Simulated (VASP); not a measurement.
ScAl3:

```
Sc Al
1.0
     4.08781    0.00000    0.00000
     0.00000    4.08781    0.00000
     0.00000    0.00000    4.08781
Sc Al
1 3
Direct
  0.00000 0.00000 0.00000
  0.50000 0.50000 0.00000
  0.00000 0.50000 0.50000
  0.50000 0.00000 0.50000
```

Base run:

| Property | Result |
| --- | --- |
| Program | VASP 6.6.1 |
| Functional | revPBE |
| Potentials or basis | VASP PAW PBE potentials, release 64 (Sc_sv, Al) |
| Cutoff | 520 eV |
| k mesh | 7 × 7 × 7 |
| Occupations | fermi-dirac, width 0.05 eV |
| Spin | no spin polarisation |

Its results: band gap on the k mesh zero (bands 10 and 11 overlap by 3.67 eV); pressure 2.7 GPa.

Problem. After a change of settings the same cell gave: band gap on the k mesh zero (bands 10 and 11 overlap by 3.49 eV); pressure 3.9 GPa. Which change was it?
A. functional from revPBE to RPBE; further incar settings from ALGO = Normal; EDIFF = 1e-07; NBANDS = 18 to ALGO = Fast; EDIFF = 1e-06; NBANDS = 18
B. functional from revPBE to BLYP; further incar settings from ALGO = Normal; EDIFF = 1e-07; NBANDS = 18 to ALGO = Normal; EDIFF = 1e-06; NBANDS = 18
C. functional from revPBE to PBEsol-based global hybrid with 25 % exact exchange; k mesh from 7 × 7 × 7 to 4 × 4 × 4
D. functional from revPBE to B3LYP; k mesh from 7 × 7 × 7 to 4 × 4 × 4

Solution. B.

Caveats: the PAW data sets were made with another functional, which shifts forces and pressure a little; the cell stands under pressure (at least some runs).
